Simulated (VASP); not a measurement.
# Nb2Sb3 (P-3m1) in VASP: a series of runs

Runs on Nb2Sb3. Level: PBE. Tasks: single point.

All numbers are computed with VASP 6.6.1; they aren't measurements. Logs are shortened: lines on timing, memory, paths and dates and some standing lists are left out, and cuts for length are marked.

**1. The cell of the first run**

The structure is trigonal, space group P-3m1 (No. 164). The conventional cell has a = 4.374 Å, b = 4.374 Å, c = 6.805 Å, α = 90.00°, β = 90.00°, γ = 120.00°. Nb (site symmetry 3m) has 7 Sb at 2.63 to 3.03 Å within 3.5 Å. Sb (site symmetry -3m) has 6 Nb at 3.03 Å and 6 Sb at 3.49 Å within 4.0 Å. Sb (site symmetry 3m) has 4 Nb at 2.63 to 2.72 Å and 6 Sb at 3.21 to 3.49 Å within 3.5 Å.

**2. Single point, PBE**

INCAR

```
SYSTEM = Nb2Sb3
PREC     = Accurate       ! precision mode
ENCUT    = 520            ! plane-wave cutoff, eV
EDIFF    = 1E-6           ! SCF threshold, eV
ISMEAR   = 0              ! smearing method
SIGMA    = 0.1            ! smearing width, eV
LREAL    = .False.        ! projectors in reciprocal space
LASPH    = .True.         ! aspherical terms in the spheres
NELM     = 80             ! most SCF steps
ALGO     = Normal         ! electronic algorithm
ISIF     = 2              ! what is computed and relaxed
LWAVE    = .False.        ! write WAVECAR
LCHARG   = .True.         ! write CHGCAR
GGA      = PE             ! functional
LELF     = .True.         ! ELF
LVHAR    = .True.       
NBANDS   = 28             ! bands
```

KPOINTS

```
regular mesh
0
Gamma
  6 6 4
  0 0 0
```

POSCAR

```
Nb2Sb3
1.0
    4.3741308106      0.0000000000      0.0000000000
   -2.1870654053      3.7881084015      0.0000000000
    0.0000000000      0.0000000000      6.8054370226
Nb Sb
2 3
Direct
    0.3333333333      0.6666666667      0.2450000000
    0.6666666667      0.3333333333      0.7550000000
    0.0000000000      0.0000000000      0.0000000000
    0.3333333333      0.6666666667      0.6450000000
    0.6666666667      0.3333333333      0.3550000000
```

Potentials or basis: VASP PAW PBE potentials, release 64 (Nb_sv, Sb).

The run is started by

```sh
$ cat potpaw_PBE.64/Nb_sv/POTCAR potpaw_PBE.64/Sb/POTCAR > POTCAR
$ mpirun -np 1 vasp_std > vasp.out
```

OUTCAR:

```text
SYSTEM = Nb2Sb3
   PREC = Accurate
   ENCUT = 520
   EDIFF = 1E-6
   ISMEAR = 0
   LREAL = .False.
   LASPH = .True.
   NELM = 80
   ISIF = 2
   GGA = PE

 ion  position               nearest neighbor table
   1  0.333  0.667  0.245-   5 2.63   5 2.63   5 2.63   4 2.72   3 3.03   3 3.03   3 3.03
   2  0.667  0.333  0.755-   4 2.63   4 2.63   4 2.63   5 2.72   3 3.03   3 3.03   3 3.03
   3  0.000  0.000  0.000-   1 3.03   2 3.03   2 3.03   1 3.03   2 3.03   1 3.03   4 3.49   5 3.49
                             5 3.49   4 3.49   4 3.49   5 3.49
   4  0.333  0.667  0.645-   2 2.63   2 2.63   2 2.63   1 2.72   5 3.21   5 3.21   5 3.21   3 3.49
                             3 3.49   3 3.49
   5  0.667  0.333  0.355-   1 2.63   1 2.63   1 2.63   2 2.72   4 3.21   4 3.21   4 3.21   3 3.49
                             3 3.49   3 3.49

  LATTYP: Found a hexagonal cell.
 ALAT       =     4.3741308106
 C/A-ratio  =     1.5558375635

  Lattice vectors:

 A1 = (   4.3741308106,   0.0000000000,   0.0000000000)
 A2 = (  -2.1870654053,   3.7881084015,   0.0000000000)
 A3 = (   0.0000000000,   0.0000000000,   6.8054370226)

Analysis of symmetry for initial positions (statically):
=====================================================================
 Subroutine PRICEL returns:
 Original cell was already a primitive cell.

 Routine SETGRP: Setting up the symmetry group for a
 hexagonal supercell.

 Subroutine GETGRP returns: Found 12 space group operations
 (whereof 12 operations were pure point group operations)
 out of a pool of 24 trial point group operations.

The static configuration has the point symmetry D_3d.

Analysis of symmetry for dynamics (positions and initial velocities):
=====================================================================
 Subroutine PRICEL returns:
 Original cell was already a primitive cell.

 Routine SETGRP: Setting up the symmetry group for a
 hexagonal supercell.

 Subroutine GETGRP returns: Found 12 space group operations
 (whereof 12 operations were pure point group operations)
 out of a pool of 24 trial point group operations.

The dynamic configuration has the point symmetry D_3d.

 Subroutine INISYM returns: Found 12 space group operations
 (whereof 12 operations are pure point group operations),
 and found     1 'primitive' translations

----------------------------------------------------------------------------------------

                                     Primitive cell

  volume of cell :     112.7639

  direct lattice vectors                    reciprocal lattice vectors
     4.374130811  0.000000000  0.000000000     0.228616848  0.131991999  0.000000000
    -2.187065405  3.788108402  0.000000000     0.000000000  0.263983998  0.000000000
     0.000000000  0.000000000  6.805437023     0.000000000  0.000000000  0.146941335

  length of vectors
     4.374130811  4.374130811  6.805437023     0.263983998  0.263983998  0.146941335

  position of ions in fractional coordinates (direct lattice)
     0.333333333  0.666666667  0.245000000
     0.666666667  0.333333333  0.755000000
     0.000000000  0.000000000  0.000000000
     0.333333333  0.666666667  0.645000000
     0.666666667  0.333333333  0.355000000

  ion indices of the primitive-cell ions
   primitive index   ion index
                 1           1
                 2           2
                 3           3
                 4           4
                 5           5

----------------------------------------------------------------------------------------

 KPOINTS: regular mesh

Automatic generation of k-mesh.
 Grid dimensions read from file:
 generate k-points for:    6    6    4

 Generating k-lattice:

  Cartesian coordinates                     Fractional coordinates (reciprocal lattice)
     0.038102808  0.021998666  0.000000000     0.166666667  0.000000000  0.000000000
     0.000000000  0.043997333  0.000000000     0.000000000  0.166666667  0.000000000
     0.000000000  0.000000000  0.036735334     0.000000000  0.000000000  0.250000000

  Length of vectors
     0.043997333  0.043997333  0.036735334

  Shift w.r.t. Gamma in fractional coordinates (k-lattice)
     0.000000000  0.000000000  0.000000000

 Subroutine IBZKPT returns following result:
 ===========================================

 Found     24 irreducible k-points:

 Following reciprocal coordinates:
            Coordinates               Weight
  0.000000  0.000000  0.000000      1.000000
  0.166667  0.000000  0.000000      6.000000
  0.333333  0.000000  0.000000      6.000000
  0.500000  0.000000  0.000000      3.000000
  0.166667  0.166667  0.000000      6.000000
  0.333333  0.166667  0.000000     12.000000
[... 16 lines left out ...]
  0.333333  0.166667  0.500000     12.000000
  0.333333  0.333333  0.500000      2.000000
   k-points           NKPTS =     24   k-points in BZ     NKDIM =     24   number of bands    NBANDS=     28
   number of dos      NEDOS =    301   number of ions     NIONS =      5
   total plane-waves  NPLWV =  69984
   dimension x,y,z NGX =    36 NGY =   36 NGZ =   54
   dimension x,y,z NGXF=    72 NGYF=   72 NGZF=  108
   ions per type =               2   3
   NGX,Y,Z   is equivalent  to a cutoff of  13.68, 13.68, 13.19 a.u.
   NGXF,Y,Z  is equivalent  to a cutoff of  27.36, 27.36, 26.38 a.u.
 SYSTEM =  Nb2Sb3
   PREC   = accura    normal or accurate (medium, high low for compatibility)
   ISTART =      0    job   : 0-new  1-cont  2-samecut
   ICHARG =      2    charge: 1-file 2-atom 10-const
   ISPIN  =      1    spin polarized calculation?
   LNONCOLLINEAR =      F non collinear calculations
   LSORBIT =      F    spin-orbit coupling
   LASPH  =      T    aspherical Exc in radial PAW
   ENCUT  =  520.0 eV  38.22 Ry    6.18 a.u.   8.13  8.13 12.65*2*pi/ulx,y,z
   NELM   =     80;   NELMIN=  2; NELMDL= -5     # of ELM steps
   EDIFF  = 0.1E-05   stopping-criterion for ELM
   LREAL  =      F    real-space projection
[... 7 lines left out ...]
   TEBEG  =    0.0;   TEEND  =   0.0 temperature during run
   PSTRESS=    0.0 pullay stress
   NELECT =      41.0000    total number of electrons
   NUPDOWN=      -1.0000    fix difference up-down
   EMIN   =  10.00;   EMAX   =-10.00  energy-range for DOS
   EFERMI =   0.00;   METHOD = LEGACY
   ISMEAR =     0;   SIGMA  =   0.10  broadening in eV -4-tet -1-fermi 0-gaus
   EFERMI_NEDOS =   21; number of points for ismear=-14 and -15
   IALGO  =     38    algorithm
   IMIX   =      4    mixing-type and parameters
     AMIX     =   0.40;   BMIX     =  1.00
     AMIX_MAG =   1.60;   BMIX_MAG =  1.00
  volume/ion in A,a.u.               =      22.55       152.19
  Fermi-wavevector in a.u.,A,eV,Ry     =   1.168457  2.208063 18.575921  1.365292
  Thomas-Fermi vector in A             =   2.304943
   LORBIT       =      0    0 simple, 1 ext, 2 COOP (PROOUT), +10 PAW based schemes
   GGA     = PE    functional components
   LHFCALC =     F    Hartree Fock is set to
   AEXX    =    0.0000 exact exchange contribution
   IVDW    =     0    specifies the selected vdW correction
   LEPSILON=     F    determine dielectric tensor
   LRPA    =     F    only Hartree local field effects (RPA)
 non-spin polarized calculation
 Gauss-broadening in eV      SIGMA  =   0.10
  energy-cutoff  :      520.00
  volume of cell :      112.76
 maximum number of plane-waves:      3050
 NGX is ok and might be reduce to    36
   NGX = 17   NGY = 17   NGZ = 25

 number of electron      41.0000001 magnetization

 Free energy of the ion-electron system (eV)
  ---------------------------------------------------
  ext. energy  EPLUGINS =         0.00000000
  ---------------------------------------------------
  free energy    TOTEN  =       -30.01166773 eV

  energy without entropy =      -29.98800195  energy(sigma->0) =      -29.99983484

 E-fermi :   9.9430     XC(G=0): -10.9315

 val. band max:        9.9283427566   @ k =   0.1667   0.0000   0.5000
 cond. band min:       9.9724864664   @ k =   0.3333   0.0000   0.5000
 fundamental gap:      0.0441437099
 Fermi energy:         9.9430053779

 k-point     1 :       0.0000    0.0000    0.0000
  band No.  band energies     occupation
      1     -45.0325      2.00000
      2     -45.0293      2.00000
      3     -21.2230      2.00000
      4     -21.2025      2.00000
      5     -21.2025      2.00000
      6     -21.1947      2.00000
[... 20 lines left out ...]
     27      12.8650      0.00000
     28      12.8650      0.00000

 k-point     2 :       0.1667    0.0000    0.0000
  band No.  band energies     occupation
      1     -45.0318      2.00000
      2     -45.0290      2.00000
      3     -21.2201      2.00000
      4     -21.2129      2.00000
      5     -21.2061      2.00000
      6     -21.2034      2.00000
[... 20 lines left out ...]
     27      13.0829      0.00000
     28      13.1730      0.00000

 k-point     3 :       0.3333    0.0000    0.0000
  band No.  band energies     occupation
      1     -45.0305      2.00000
      2     -45.0286      2.00000
      3     -21.2338      2.00000
      4     -21.2271      2.00000
      5     -21.2127      2.00000
      6     -21.2057      2.00000
[... 20 lines left out ...]
     27      12.5266      0.00000
     28      13.0216      0.00000

 k-point     4 :       0.5000    0.0000    0.0000
  band No.  band energies     occupation
      1     -45.0296      2.00000
      2     -45.0285      2.00000
      3     -21.2437      2.00000
      4     -21.2364      2.00000
      5     -21.2158      2.00000
      6     -21.2013      2.00000
[... 578 lines left out ...]
     27      13.5321      0.00000
     28      13.7752      0.00000

 k-point    23 :       0.3333    0.1667    0.5000
  band No.  band energies     occupation
      1     -45.0292      2.00000
      2     -45.0289      2.00000
      3     -21.2416      2.00000
      4     -21.2398      2.00000
      5     -21.2140      2.00000
      6     -21.2127      2.00000
[... 20 lines left out ...]
     27      13.1544      0.00000
     28      13.6738      0.00000

 k-point    24 :       0.3333    0.3333    0.5000
  band No.  band energies     occupation
      1     -45.0288      2.00000
      2     -45.0288      2.00000
      3     -21.2402      2.00000
      4     -21.2402      2.00000
      5     -21.2212      2.00000
      6     -21.2203      2.00000
[... 20 lines left out ...]
     27      12.5898      0.00000
     28      14.3658      0.00000

------------------------ aborting loop because EDIFF is reached ----------------------------------------

  FORCE on cell =-STRESS in cart. coord.  units (eV):
  Direction    XX          YY          ZZ          XY          YZ          ZX
  --------------------------------------------------------------------------------------
  -------------------------------------------------------------------------------------
  Total       11.6144296     11.6144296      8.9669972      0.0000000      0.0000000      0.0000000
  in kB      165.0206462    165.0206462    127.4052818      0.0000000      0.0000000      0.0000000
  external PRESSURE =     152.4821914 kB  Pullay stress =       0.0000000 kB

 VOLUME and BASIS-vectors are now :
 -----------------------------------------------------------------------------
  energy-cutoff  :      520.00
  volume of cell :      112.76
      direct lattice vectors                 reciprocal lattice vectors
     4.374130811  0.000000000  0.000000000     0.228616848  0.131991999  0.000000000
    -2.187065405  3.788108402  0.000000000     0.000000000  0.263983998  0.000000000
     0.000000000  0.000000000  6.805437023     0.000000000  0.000000000  0.146941335

 POSITION                                       TOTAL-FORCE (eV/Angst)
 -----------------------------------------------------------------------------------
     -0.00000      2.52541      1.66733        -0.000000     -0.000000     -2.689895
      2.18707      1.26270      5.13810         0.000000      0.000000      2.689895
      0.00000      0.00000      0.00000         0.000000      0.000000      0.000000
     -0.00000      2.52541      4.38951         0.000000      0.000000     -0.290344
      2.18707      1.26270      2.41593        -0.000000     -0.000000      0.290344
 -----------------------------------------------------------------------------------
    total drift:                               -0.000000      0.000000     -0.000000

  FREE ENERGIE OF THE ION-ELECTRON SYSTEM (eV)
  ---------------------------------------------------
  free  energy   TOTEN  =       -30.0116677304 eV

  energy  without entropy=      -29.9880019516  energy(sigma->0) =      -29.99983484
```

Run time: 52 s. Hardware: 1 thread of AMD EPYC 9R45 (Zen 5), shared host; peak memory 0.24 GiB.

What came out:

```
Free energy   : -30.0117 eV
Pressure      : 15.2 GPa
Largest force : 2.690 eV/Å
```

Forces on the atoms (eV/Å):
```
Nb   0.000  0.000 -2.690
Nb   0.000  0.000  2.690
Sb   0.000  0.000  0.000
Sb   0.000  0.000 -0.290
Sb   0.000  0.000  0.290
```

Caveat: spin-orbit coupling is left out, which moves the levels of the heavy elements; forces of over 1 eV/Å act on the atoms, so gaps and moduli don't describe the material at rest.

**3. Single point, PBE**

This run uses another cell than the first one, of 23.62 Å³/atom, 1.047 times its volume.

INCAR

```
SYSTEM = Nb2Sb3
PREC = Accurate
ENCUT = 520
EDIFF = 1E-7
ISMEAR = 0
SIGMA = 0.1
LREAL = .FALSE.
LASPH = .TRUE.
NELM = 60
ALGO = Normal
ISIF = 2
LWAVE = .FALSE.
LCHARG = .FALSE.
GGA = PE
NBANDS = 28
```

KPOINTS

```
Automatic mesh
0
G
  6 6 4
  0 0 0
```

POSCAR

```
Nb2Sb3
1.0
    4.9306029763      0.0000000000      0.0000000000
   -2.4653014881      4.2700274334      0.0000000000
    0.0000000000      0.0000000000      5.6093326762
Nb Sb
2 3
Direct
    0.3333333333      0.6666666667      0.1154389630
    0.6666666667      0.3333333333      0.8845610370
    0.0000000000      0.0000000000      0.0000000000
    0.3333333333      0.6666666667      0.6253573504
    0.6666666667      0.3333333333      0.3746426496
```

Potentials or basis: VASP PAW PBE potentials, release 64 (Nb_sv, Sb).

The run is started by

```sh
$ cat potpaw_PBE.64/Nb_sv/POTCAR potpaw_PBE.64/Sb/POTCAR > POTCAR
$ mpirun -np 1 vasp_std > vasp.out
```

It took 64 s on 1 thread of AMD EPYC 9R45 (Zen 5), shared host; peak memory 0.25 GiB.

It converged, with:

- Free energy: -32.7012 eV
- Pressure: -0.2 GPa
- Largest force: 0.022 eV/Å

Forces in eV/Å, atoms in the order of the input:
```
Nb   0.000  0.000 -0.016
Nb   0.000  0.000  0.016
Sb   0.000  0.000  0.000
Sb   0.000  0.000  0.022
Sb   0.000  0.000 -0.022
```

Levels at points of the mesh, in eV from the Fermi level:
```tsv
k point	band 17	band 18	band 19	band 20	band 21	band 22	band 23	band 24
(0.00, 0.00, 0.00)	-1.68	-1.42	-1.42	-0.09	-0.09	0.61	1.33	1.33
(0.50, 0.00, 0.00)	-1.72	-1.63	-1.25	-1.00	-0.94	1.01	1.08	1.32
(0.00, 0.00, 0.50)	-2.42	-2.27	-2.27	-0.72	0.73	0.73	1.92	2.03
(0.50, 0.00, 0.50)	-2.23	-1.64	-1.45	0.41	0.58	0.62	0.67	1.25
```

Caveat: spin-orbit coupling is left out, which moves the levels of the heavy elements.
